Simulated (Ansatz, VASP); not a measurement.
One calculation of Ge, two programs

```
Ge
1.0
     6.07560    0.00000    0.00000
     0.00000    3.36522    0.00000
     0.00000    0.00000    6.76910
Ge
8
Direct
  0.38084 0.23159 0.11537
  0.88084 0.76841 0.38463
  0.61916 0.23159 0.38463
  0.11916 0.23159 0.61537
  0.11916 0.76841 0.11537
  0.88084 0.23159 0.88463
  0.38084 0.76841 0.61537
  0.61916 0.76841 0.88463
```

Alike in both runs: task single point; functional PBE; k mesh 4 × 6 × 4; occupations gaussian, width 0.1 eV; no spin polarisation.

|  | VASP | Ansatz |
| --- | --- | --- |
| version | VASP 6.6.1 | Ansatz 0.2.0 |
| potentials or method | VASP PAW PBE potentials, release 64 (Ge_d), cutoff 520 eV | scalar-relativistic, plane waves, PAW |
| valence electrons in the cell | 112 | 112 |

|  | VASP | Ansatz | Ansatz less VASP |
| --- | --- | --- | --- |
| gap on the k mesh at the Fermi level (eV) | none | none | - |
| pressure (GPa) | 26.4 | 26.4 | +0.03 |
| traceless stress, the component that is largest in VASP (GPa) | -10.08 | -10.08 | -0.003 |
| rms of the force components (eV/Å) | 1.505 | 1.511 | +0.0061 |

Atom by atom the forces differ by 0.006 eV/Å (rms over components). A gap of «none» marks a metal or a gap that the smearing closes.
